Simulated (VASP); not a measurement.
Input of a VASP 6.6.1 run:

Contents of INCAR:

```
SYSTEM = InSb3
ALGO = Normal
EDIFF = 1E-6
ENCUT = 520
GGA = PS
ISIF = 2
ISMEAR = 0
LASPH = .True.
LCHARG = .True.
LELF = .True.
LREAL = .False.
LVHAR = .True.
LWAVE = .False.
NBANDS = 22
NELM = 60
PREC = Accurate
SIGMA = 0.1
```

Contents of KPOINTS:

```
k-points
0
Gamma
  4 4 4
  0 0 0
```

The input POSCAR:

```
InSb3
1.0
    0.0000000000      3.7945550000      3.7945550000
    3.7945550000      0.0000000000      3.7945550000
    3.7945550000      3.7945550000      0.0000000000
In Sb
1 3
Direct
    0.0000000000      0.0000000000      0.0000000000
    0.2500000000      0.2500000000      0.2500000000
    0.7500000000      0.7500000000      0.7500000000
    0.5000000000      0.5000000000      0.5000000000
```

Potentials or basis: VASP PAW PBE potentials, release 64 (In_d, Sb).

The run is started by

```console
$ cat potpaw_PBE.64/In_d/POTCAR potpaw_PBE.64/Sb/POTCAR > POTCAR
$ mpirun -np 1 vasp_std > vasp.out
```

Question: What does it give for the pressure?

Answer: -4.3 GPa.

Question: What does it give for the band gap on the k mesh?

Answer: Zero (bands 14 and 15 overlap by 3.51 eV).

Caveat: the cell stands under tension; the PAW data sets were made with another functional, which shifts forces and pressure a little; spin-orbit coupling is left out, which moves the levels of the heavy elements.
